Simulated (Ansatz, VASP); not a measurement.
## One calculation of TiO2, two programs

```xyz
6
Lattice="4.6841 0.0000 0.0000 0.0000 4.6841 0.0000 0.0000 0.0000 3.0170" Properties=species:S:1:pos:R:3 pbc="T T T"
Ti    0.0000    0.0000    0.0000
Ti    2.3421    2.3421    1.5085
O     1.4333    1.4333    0.0000
O     0.9087    3.7754    1.5085
O     3.2508    3.2508    0.0000
O     3.7754    0.9087    1.5085
```

Change from the starting cell: volume scaled by 1.06, crystal datasets.

Alike in both runs: task electric field gradients; functional LDA; k mesh 7 × 7 × 10; occupations fermi-dirac, width 0.05 eV; no spin polarisation.

|  | VASP | Ansatz |
| --- | --- | --- |
| version | VASP 6.6.1 | Ansatz 0.2.0 |
| potentials or method | VASP PAW LDA potentials, release 64 (Ti_sv, O), cutoff 520 eV | all-electron PAW with datasets made for the crystal, scalar-relativistic |

Ansatz gave:

```
pressure (GPa)                                                : -19.4
traceless stress, the component that is largest in VASP (GPa) : -4.35
rms of the force components (eV/Å)                            : 0.092
size of Vzz on the site where it differs most (V/Å²)          : 22.2
```

Question: What did VASP give for the same quantities?

Answer: Pressure (GPa): -18.6; traceless stress, the component that is largest in VASP (GPa): -4.10; rms of the force components (eV/Å): 0.078; size of Vzz on the site where it differs most (V/Å²): 23.2.

LDA's correlation is that of Perdew and Zunger in VASP and of Perdew and Wang (1992) in Ansatz. Atom by atom the forces differ by 0.014 eV/Å (rms over components). Ansatz ran all-electron here, and VASP with PAW potentials.
